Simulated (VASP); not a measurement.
A run of VASP 6.6.1 is set up as follows.

INCAR

```
SYSTEM = W
PREC = Accurate ; ENCUT = 500
EDIFF = 1E-6 ; ISMEAR = -1
SIGMA = 0.1 ; LREAL = .False.
LASPH = .True. ; NELM = 120
ALGO = Normal ; ISIF = 2
LWAVE = .False. ; LCHARG = .False.
GGA = PE ; NBANDS = 13
GGA_COMPAT = .False.
```

KPOINTS

```
Automatic mesh
0
Gamma
  4 4 4
  0 0 0
```

The input POSCAR:

```
W
1.0
    1.5922416948      1.5922416948      1.5922416948
   -1.5922416948      1.5922416948      1.5922416948
   -1.5922416948     -1.5922416948      1.5922416948
W
1
Direct
    0.0000000000      0.0000000000      0.0000000000
```

Potentials or basis: VASP PAW PBE potentials, release 64 (W_sv).

The run is started by

```sh
$ cat potpaw_PBE.64/W_sv/POTCAR > POTCAR
$ mpirun -np 1 vasp_std > vasp.out
```

(1) Predict the band gap on the k mesh.

(2) What does it give for the pressure?

## Answers

(1) zero (band 7 reaches 16.31 eV, above the bottom of band 8 at 10.05 eV).

(2) -0.5 GPa.

Caveat: the k points lie up to 0.70 Å⁻¹ apart; spin-orbit coupling is left out, which moves the levels of the heavy elements.
